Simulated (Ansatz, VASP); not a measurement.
## Two plane-wave programs on HC12

```
C H
1.0
     5.05093    0.00000    0.00000
     0.00000    5.05093    0.00000
     0.00000    0.00000   22.37549
C H
24 2
Direct
  0.00000 0.25000 0.17877
  0.00000 0.75000 0.17877
  0.50000 0.25000 0.17877
  0.50000 0.75000 0.17877
  0.00000 0.00000 0.21867
  0.00000 0.50000 0.21867
  0.50000 0.00000 0.21867
  0.50000 0.50000 0.21867
  0.25000 0.00000 0.25858
  0.25000 0.50000 0.25858
  0.75000 0.00000 0.25858
  0.75000 0.50000 0.25858
  0.25000 0.25000 0.29760
  0.25000 0.75000 0.29760
  0.75000 0.25000 0.29760
  0.75000 0.75000 0.29760
  0.00000 0.25000 0.33949
  0.00000 0.75000 0.33949
  0.50000 0.25000 0.33949
  0.50000 0.75000 0.33949
  0.00000 0.00000 0.37432
  0.00000 0.50000 0.37432
  0.50000 0.00000 0.37432
  0.50000 0.50000 0.37432
  0.92576 0.37500 0.42303
  0.07424 0.37500 0.42303
```

Alike in both runs: task single point; functional PBE; k mesh 5 × 5 × 1; occupations gaussian, width 0.05 eV; no spin polarisation.

|  | VASP | Ansatz |
| --- | --- | --- |
| version | VASP 6.6.1 | Ansatz 0.2.0 |
| potentials or method | VASP PAW PBE potentials, release 64 (C, H), cutoff 520 eV | scalar-relativistic, plane waves, PAW |
| valence electrons in the cell | 98 | 98 |

```tsv
	VASP	Ansatz	Ansatz less VASP
gap on the k mesh at the Fermi level (eV)	none	none	-
rms of the force components (eV/Å)	1.245	1.250	+0.0044
```

Atom by atom the forces differ by 0.013 eV/Å (rms over components). A gap of «none» marks a metal or a gap that the smearing closes.
